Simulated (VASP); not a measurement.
# ZrB2 (P6/mmm) in VASP: further runs

Runs on ZrB2. Level: LDA. Tasks: single point.

Program: VASP 6.6.1. These are calculated values, not measurements. Logs are shortened: lines on timing, memory, paths and dates and some standing lists are left out, and cuts for length are marked.

## 1. The cell of the first run

The structure is hexagonal, space group P6/mmm (No. 191). The conventional cell has a = 3.149 Å, b = 3.149 Å, c = 3.509 Å, α = 90.00°, β = 90.00°, γ = 120.00°. Within 3.3 Å of Zr (site symmetry 6/mmm) lie 12 B at 2.53 Å and 6 Zr at 3.15 Å. B (site symmetry -6m2) has 3 B at 1.82 Å within 2.4 Å.

## 2. Single point, LDA

Input file INCAR:

```
PREC = Accurate ; ENCUT = 520
EDIFF = 1E-6 ; ISMEAR = -1
SIGMA = 0.05 ; LREAL = F
LASPH = T ; NELM = 100
ALGO = Normal ; ISIF = 2
LWAVE = F ; LCHARG = F
NBANDS = 16
```

Input file KPOINTS:

```
regular mesh
0
Gamma
  10 10 8
```

Input file POSCAR:

```
ZrB2
1.0
    3.1487241912      0.0000000000      0.0000000000
   -1.5743620956      2.7268751391      0.0000000000
    0.0000000000      0.0000000000      3.5092878761
Zr B
1 2
Direct
    0.0000000000      0.0000000000      0.0000000000
    0.6666666667      0.3333333333      0.5000000000
    0.3333333333      0.6666666667      0.5000000000
```

Potentials or basis: VASP PAW LDA potentials, release 64 (Zr_sv, B).

On the command line:

```console
> cat potpaw_LDA.64/Zr_sv/POTCAR potpaw_LDA.64/B/POTCAR > POTCAR
> mpirun -np 1 vasp_std > vasp.out
```

OUTCAR:

```text
PREC = Accurate
   ENCUT = 520
   EDIFF = 1E-6
   ISMEAR = -1
   LREAL = F
   LASPH = T
   NELM = 100
   ISIF = 2

 ion  position               nearest neighbor table
   1  0.000  0.000  0.000-   2 2.53   3 2.53   2 2.53   3 2.53   2 2.53   2 2.53   3 2.53   3 2.53
                             2 2.53   2 2.53   3 2.53   3 2.53
   2  0.667  0.333  0.500-   3 1.82   3 1.82   3 1.82   1 2.53   1 2.53   1 2.53   1 2.53   1 2.53
                             1 2.53
   3  0.333  0.667  0.500-   2 1.82   2 1.82   2 1.82   1 2.53   1 2.53   1 2.53   1 2.53   1 2.53
                             1 2.53

  LATTYP: Found a hexagonal cell.
 ALAT       =     3.1487241912
 C/A-ratio  =     1.1145110410

  Lattice vectors:

 A1 = (   3.1487241912,   0.0000000000,   0.0000000000)
 A2 = (  -1.5743620956,   2.7268751391,   0.0000000000)
 A3 = (   0.0000000000,   0.0000000000,   3.5092878761)

Analysis of symmetry for initial positions (statically):
=====================================================================
 Subroutine PRICEL returns:
 Original cell was already a primitive cell.

 Routine SETGRP: Setting up the symmetry group for a
 hexagonal supercell.

 Subroutine GETGRP returns: Found 24 space group operations
 (whereof 24 operations were pure point group operations)
 out of a pool of 24 trial point group operations.

The static configuration has the point symmetry D_6h.

Analysis of symmetry for dynamics (positions and initial velocities):
=====================================================================
 Subroutine PRICEL returns:
 Original cell was already a primitive cell.

 Routine SETGRP: Setting up the symmetry group for a
 hexagonal supercell.

 Subroutine GETGRP returns: Found 24 space group operations
 (whereof 24 operations were pure point group operations)
 out of a pool of 24 trial point group operations.

The dynamic configuration has the point symmetry D_6h.

 Subroutine INISYM returns: Found 24 space group operations
 (whereof 24 operations are pure point group operations),
 and found     1 'primitive' translations

----------------------------------------------------------------------------------------

                                     Primitive cell

  volume of cell :      30.1314

  direct lattice vectors                    reciprocal lattice vectors
     3.148724191  0.000000000  0.000000000     0.317588947  0.183360064  0.000000000
    -1.574362096  2.726875139  0.000000000     0.000000000  0.366720128  0.000000000
     0.000000000  0.000000000  3.509287876     0.000000000  0.000000000  0.284958098

  length of vectors
[... 88 lines left out ...]
   IBRION =     -1    ionic relax: 0-MD 1-quasi-New 2-CG
   NFREE  =      0    steps in history (QN), initial steepest desc. (CG)
   ISIF   =      2    stress and relaxation
   ISYM   =      2    0-nonsym 1-usesym 2-fastsym
   POTIM  = 0.5000    time-step for ionic-motion
   TEBEG  =    0.0;   TEEND  =   0.0 temperature during run
   PSTRESS=    0.0 pullay stress
   NELECT =      18.0000    total number of electrons
   NUPDOWN=      -1.0000    fix difference up-down
   EMIN   =  10.00;   EMAX   =-10.00  energy-range for DOS
   EFERMI =   0.00;   METHOD = LEGACY
   ISMEAR =    -1;   SIGMA  =   0.05  broadening in eV -4-tet -1-fermi 0-gaus
   EFERMI_NEDOS =   21; number of points for ismear=-14 and -15
   IALGO  =     38    algorithm
   IMIX   =      4    mixing-type and parameters
     AMIX     =   0.40;   BMIX     =  1.00
     AMIX_MAG =   1.60;   BMIX_MAG =  1.00
  volume/ion in A,a.u.               =      10.04        67.78
  Fermi-wavevector in a.u.,A,eV,Ry     =   1.378773  2.605503 25.864872  1.901014
  Thomas-Fermi vector in A             =   2.503804
   LORBIT       =      0    0 simple, 1 ext, 2 COOP (PROOUT), +10 PAW based schemes
   GGA     = CA    functional components
   LHFCALC =     F    Hartree Fock is set to
   AEXX    =    0.0000 exact exchange contribution
   IVDW    =     0    specifies the selected vdW correction
   LEPSILON=     F    determine dielectric tensor
   LRPA    =     F    only Hartree local field effects (RPA)
 non-spin polarized calculation
  energy-cutoff  :      520.00
  volume of cell :       30.13
 maximum number of plane-waves:       828
 NGX is ok and might be reduce to    24
   NGX = 11   NGY = 11   NGZ = 13

 number of electron      18.0000000 magnetization

 Free energy of the ion-electron system (eV)
  ---------------------------------------------------
  ext. energy  EPLUGINS =         0.00000000
  ---------------------------------------------------
  free energy    TOTEN  =       -27.47541731 eV

  energy without entropy =      -27.47264161  energy(sigma->0) =      -27.47402946

 E-fermi :  10.5858     XC(G=0): -12.6807

 val. band max:       10.5505750877   @ k =   0.2000   0.2000   0.1250
 cond. band min:      10.7471717264   @ k =   0.1000   0.0000   0.5000
 fundamental gap:      0.1965966387
 Fermi energy:        10.5858288650

 k-point     1 :       0.0000    0.0000    0.0000
  band No.  band energies     occupation
      1     -37.5964      2.00000
      2     -15.9479      2.00000
      3     -15.3574      2.00000
      4     -15.3574      2.00000
      5      -1.9625      2.00000
      6       8.0242      2.00000
[... 433 lines left out ...]
      3     -15.8054      2.00000
      4     -15.6416      2.00000
      5       1.5166      2.00000
      6       2.7532      2.00000
[... 8 lines left out ...]
     15      19.2403      0.00000
     16      20.9779      0.00000

 [... further k-points ...]

------------------------ aborting loop because EDIFF is reached ----------------------------------------

  FORCE on cell =-STRESS in cart. coord.  units (eV):
  Direction    XX          YY          ZZ          XY          YZ          ZX
  --------------------------------------------------------------------------------------
  -------------------------------------------------------------------------------------
  Total       -0.6989645     -0.6989645     -0.5950997      0.0000000     -0.0000000      0.0000000
  in kB      -37.1660873    -37.1660873    -31.6432782      0.0000000     -0.0000000      0.0000000
  external PRESSURE =     -35.3251509 kB  Pullay stress =       0.0000000 kB

 VOLUME and BASIS-vectors are now :
 -----------------------------------------------------------------------------
  energy-cutoff  :      520.00
  volume of cell :       30.13
      direct lattice vectors                 reciprocal lattice vectors
     3.148724191  0.000000000  0.000000000     0.317588947  0.183360064  0.000000000
    -1.574362096  2.726875139  0.000000000     0.000000000  0.366720128  0.000000000
     0.000000000  0.000000000  3.509287876     0.000000000  0.000000000  0.284958098

 POSITION                                       TOTAL-FORCE (eV/Angst)
 -----------------------------------------------------------------------------------
      0.00000      0.00000      0.00000        -0.000000      0.000000      0.000000
      1.57436      0.90896      1.75464        -0.000000     -0.000000      0.000000
     -0.00000      1.81792      1.75464         0.000000      0.000000      0.000000
 -----------------------------------------------------------------------------------
    total drift:                               -0.000000      0.000000      0.000000

  FREE ENERGIE OF THE ION-ELECTRON SYSTEM (eV)
  ---------------------------------------------------
  free  energy   TOTEN  =       -27.4754173065 eV

  energy  without entropy=      -27.4726416118  energy(sigma->0) =      -27.47402946
```

OSZICAR:

```text
N       E                     dE             d eps       ncg     rms          rms(c)
DAV:   1     0.102507396145E+03    0.10251E+03   -0.97223E+03  2240   0.113E+03
DAV:   2    -0.261819453855E+02   -0.12869E+03   -0.12323E+03  2952   0.292E+02
DAV:   3    -0.302424925140E+02   -0.40605E+01   -0.40331E+01  3328   0.452E+01
DAV:   4    -0.302920439833E+02   -0.49551E-01   -0.49542E-01  2792   0.475E+00
DAV:   5    -0.302931179474E+02   -0.10740E-02   -0.10739E-02  3360   0.465E-01    0.225E+01
DAV:   6    -0.275299775067E+02    0.27631E+01   -0.61380E+00  2872   0.166E+01    0.904E+00
DAV:   7    -0.274799180450E+02    0.50059E-01   -0.63445E-01  3104   0.492E+00    0.346E+00
DAV:   8    -0.274804204861E+02   -0.50244E-03   -0.10881E-01  2656   0.265E+00    0.373E-01
DAV:   9    -0.274756957706E+02    0.47247E-02   -0.21365E-02  2696   0.111E+00    0.180E-01
DAV:  10    -0.274754137791E+02    0.28199E-03   -0.14547E-03  2552   0.350E-01    0.440E-02
DAV:  11    -0.274754187297E+02   -0.49507E-05   -0.58177E-05  3120   0.712E-02    0.122E-02
DAV:  12    -0.274754175498E+02    0.11799E-05   -0.30306E-06  2616   0.152E-02    0.616E-03
DAV:  13    -0.274754173065E+02    0.24335E-06   -0.44781E-07  1560   0.621E-03
   1 F= -.27475417E+02 E0= -.27474029E+02  d E =-.277569E-02
```

It took 29 s on 1 thread of Intel Xeon 8259CL, shared host; peak memory 0.15 GiB.

What came out:

```yaml
Free_energy: -27.4754 eV
Pressure: -3.5 GPa
Band_gap_on_the_k_mesh: zero (bands 9 and 10 overlap by 0.83 eV)
```

Stress tensor (GPa, compression positive):
```
-3.72  0.00  0.00
 0.00 -3.72  0.00
 0.00  0.00 -3.16
```

Caveat: the cell stands under tension.

## 3. Single point, LDA

This run uses another cell than the first one, of 10.25 Å³/atom.

Input file INCAR:

```
PREC = Accurate
ENCUT = 520
EDIFF = 1E-6
ISMEAR = -1
SIGMA = 0.05
LREAL = F
LASPH = T
NELM = 80
ALGO = Normal
ISIF = 2
LWAVE = F
LCHARG = F
NBANDS = 16
```

KPOINTS is that of step 2.

Input file POSCAR:

```
ZrB2
1.0
    3.1700000000      0.0000000000      0.0000000000
   -1.5850000000      2.7453005300      0.0000000000
    0.0000000000      0.0000000000      3.5330000000
Zr B
1 2
Direct
    0.0000000000      0.0000000000      0.0000000000
    0.6666666667      0.3333333333      0.5000000000
    0.3333333333      0.6666666667      0.5000000000
```

Potentials or basis: VASP PAW LDA potentials, release 64 (Zr_sv, B).

On the command line:

```console
> cat potpaw_LDA.64/Zr_sv/POTCAR potpaw_LDA.64/B/POTCAR > POTCAR
> mpirun -np 1 vasp_std > vasp.out
```

OUTCAR:

```text
PREC = Accurate
   ENCUT = 520
   EDIFF = 1E-6
   ISMEAR = -1
   LREAL = F
   LASPH = T
   NELM = 80
   ISIF = 2

 ion  position               nearest neighbor table
   1  0.000  0.000  0.000-   2 2.54   3 2.54   2 2.54   3 2.54   2 2.54   2 2.54   3 2.54   3 2.54
                             2 2.54   2 2.54   3 2.54   3 2.54
   2  0.667  0.333  0.500-   3 1.83   3 1.83   3 1.83   1 2.54   1 2.54   1 2.54   1 2.54   1 2.54
                             1 2.54
   3  0.333  0.667  0.500-   2 1.83   2 1.83   2 1.83   1 2.54   1 2.54   1 2.54   1 2.54   1 2.54
                             1 2.54

  LATTYP: Found a hexagonal cell.
 ALAT       =     3.1700000000
 C/A-ratio  =     1.1145110410

  Lattice vectors:

 A1 = (   3.1700000000,   0.0000000000,   0.0000000000)
 A2 = (  -1.5850000000,   2.7453005300,   0.0000000000)
 A3 = (   0.0000000000,   0.0000000000,   3.5330000000)

Analysis of symmetry for initial positions (statically):
=====================================================================
 Subroutine PRICEL returns:
 Original cell was already a primitive cell.

 Routine SETGRP: Setting up the symmetry group for a
 hexagonal supercell.

 Subroutine GETGRP returns: Found 24 space group operations
[... 171 lines left out ...]
 fundamental gap:      0.1949496439
 Fermi energy:        10.3613432441

 k-point     1 :       0.0000    0.0000    0.0000
  band No.  band energies     occupation
      1     -37.8886      2.00000
      2     -16.2279      2.00000
      3     -15.6690      2.00000
      4     -15.6690      2.00000
      5      -2.0992      2.00000
      6       7.8361      2.00000
[... 433 lines left out ...]
      3     -16.0958      2.00000
      4     -15.9348      2.00000
      5       1.3414      2.00000
      6       2.5760      2.00000
[... 8 lines left out ...]
     15      18.7812      0.00000
     16      20.5266      0.00000

 [... further k-points ...]

------------------------ aborting loop because EDIFF is reached ----------------------------------------

  FORCE on cell =-STRESS in cart. coord.  units (eV):
  Direction    XX          YY          ZZ          XY          YZ          ZX
  --------------------------------------------------------------------------------------
  -------------------------------------------------------------------------------------
  Total       -1.6585286     -1.6585286     -1.4788220      0.0000000      0.0000000      0.0000000
  in kB      -86.4252718    -86.4252718    -77.0608339      0.0000000      0.0000000      0.0000000
  external PRESSURE =     -83.3037925 kB  Pullay stress =       0.0000000 kB

 VOLUME and BASIS-vectors are now :
 -----------------------------------------------------------------------------
  energy-cutoff  :      520.00
  volume of cell :       30.75
      direct lattice vectors                 reciprocal lattice vectors
     3.170000000  0.000000000  0.000000000     0.315457413  0.182129422  0.000000000
    -1.585000000  2.745300530  0.000000000     0.000000000  0.364258845  0.000000000
     0.000000000  0.000000000  3.533000000     0.000000000  0.000000000  0.283045570

 POSITION                                       TOTAL-FORCE (eV/Angst)
 -----------------------------------------------------------------------------------
      0.00000      0.00000      0.00000        -0.000000      0.000000      0.000000
      1.58500      0.91510      1.76650         0.000000      0.000000      0.000000
     -0.00000      1.83020      1.76650        -0.000000      0.000000      0.000000
 -----------------------------------------------------------------------------------
    total drift:                               -0.000000      0.000000     -0.000000

  FREE ENERGIE OF THE ION-ELECTRON SYSTEM (eV)
  ---------------------------------------------------
  free  energy   TOTEN  =       -27.4528874213 eV

  energy  without entropy=      -27.4500565374  energy(sigma->0) =      -27.45147198
```

OSZICAR:

```text
N       E                     dE             d eps       ncg     rms          rms(c)
DAV:   1     0.100016187073E+03    0.10002E+03   -0.97117E+03  2248   0.112E+03
DAV:   2    -0.262537639442E+02   -0.12627E+03   -0.12130E+03  2872   0.291E+02
DAV:   3    -0.301720110679E+02   -0.39182E+01   -0.38994E+01  3464   0.445E+01
DAV:   4    -0.302354070119E+02   -0.63396E-01   -0.63386E-01  2656   0.505E+00
DAV:   5    -0.302364926856E+02   -0.10857E-02   -0.10857E-02  3440   0.508E-01    0.216E+01
DAV:   6    -0.275054154893E+02    0.27311E+01   -0.61605E+00  2872   0.164E+01    0.859E+00
DAV:   7    -0.274580172610E+02    0.47398E-01   -0.61778E-01  3088   0.482E+00    0.332E+00
DAV:   8    -0.274576363717E+02    0.38089E-03   -0.10203E-01  2624   0.254E+00    0.371E-01
DAV:   9    -0.274531581033E+02    0.44783E-02   -0.20642E-02  2728   0.107E+00    0.177E-01
DAV:  10    -0.274528833511E+02    0.27475E-03   -0.14258E-03  2592   0.343E-01    0.423E-02
DAV:  11    -0.274528889334E+02   -0.55823E-05   -0.57324E-05  3016   0.705E-02    0.112E-02
DAV:  12    -0.274528876325E+02    0.13010E-05   -0.28607E-06  2568   0.141E-02    0.595E-03
DAV:  13    -0.274528874213E+02    0.21118E-06   -0.43813E-07  1496   0.591E-03
   1 F= -.27452887E+02 E0= -.27451472E+02  d E =-.283088E-02
```

stdout:

```text
POSCAR found type information on POSCAR ZrB
 POSCAR found :  2 types and       3 ions
 scaLAPACK will be used
 LDA part: xc-table for (Slater(with rela. corr.)+CA(PZ))
 , standard interpolation
 POSCAR, INCAR and KPOINTS ok, starting setup
 FFT: planning ... GRIDC
 FFT: planning ... GRID_SOFT
 FFT: planning ... GRID
 WAVECAR not read
 entering main loop
```

Wall time 30 s (1 thread of Intel Xeon 8259CL, shared host); peak memory 0.15 GiB.

What came out:

- Free energy: -27.4529 eV
- Pressure: -8.3 GPa
- Band gap on the k mesh: zero (bands 9 and 10 overlap by 0.80 eV)

Levels at points of the mesh, in eV from the Fermi level:
| k point | band 5 | band 6 | band 7 | band 8 | band 9 | band 10 | band 11 | band 12 | band 13 | band 14 |
| --- | --- | --- | --- | --- | --- | --- | --- | --- | --- | --- |
| (0.00, 0.00, 0.00) | -12.46 | -2.53 | -2.53 | -2.49 | -2.20 | 3.47 | 3.47 | 4.24 | 4.24 | 5.10 |
| (0.50, 0.00, 0.00) | -8.77 | -8.23 | -3.79 | -2.93 | -2.59 | 2.35 | 2.38 | 5.00 | 5.09 | 6.66 |
| (0.00, 0.00, 0.50) | -10.39 | -6.82 | -0.85 | -0.85 | 0.41 | 0.41 | 0.85 | 0.85 | 1.89 | 5.13 |
| (0.50, 0.00, 0.50) | -9.68 | -6.77 | -4.49 | -4.02 | -1.84 | 3.80 | 4.28 | 5.38 | 6.35 | 6.54 |

Caveat: the cell stands under tension.

(Continued in part 2 of 2.)
